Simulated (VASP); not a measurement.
Crystal: Sn3Te.

```
Te Sn
1.0
     4.86562    0.00000    0.00000
     0.00000    4.86562    0.00000
     0.00000    0.00000    4.86562
Te Sn
1 3
Direct
  0.00000 0.00000 0.00000
  0.00000 0.50000 0.50000
  0.50000 0.00000 0.50000
  0.50000 0.50000 0.00000
```

* Program: VASP 6.6.1
* Task: relaxation of cell and atoms
* Functional: PBEsol
* Potentials or basis: VASP PAW PBE potentials, release 64 (Te, Sn_d)
* Cutoff: 600 eV
* k mesh: 6 × 6 × 6
* Occupations: fermi-dirac, width 0.05 eV
* Spin: no spin polarisation

At the start: pressure -2.4 GPa; volume 28.80 Å³/atom.

**Question.** Where does the relaxation end?

**Answer.** Over 3 steps the energy falls by 11.2 meV/atom and the volume is 27.34 Å³/atom (-5.1 %); space group Pm-3m (No. 221, to 0.1 Å) before and after.

The path:
```csv
step,energy change (eV),largest force (eV/Å),pressure (GPa),volume (Å³)
1,0.0000,0.0000,-2.36,115.19
2,-0.0430,0.0000,0.52,108.26
3,-0.0448,0.0000,0.00,109.35
```

Final structure:
```xyz
4
Lattice="4.7820 0.0000 0.0000 0.0000 4.7820 0.0000 0.0000 0.0000 4.7820" Properties=species:S:1:pos:R:3 pbc="T T T"
Te    0.0000    0.0000    0.0000
Sn    0.0000    2.3910    2.3910
Sn    2.3910    0.0000    2.3910
Sn    2.3910    2.3910    0.0000
```

Caveat: the PAW data sets were made with another functional, which shifts forces and pressure a little.
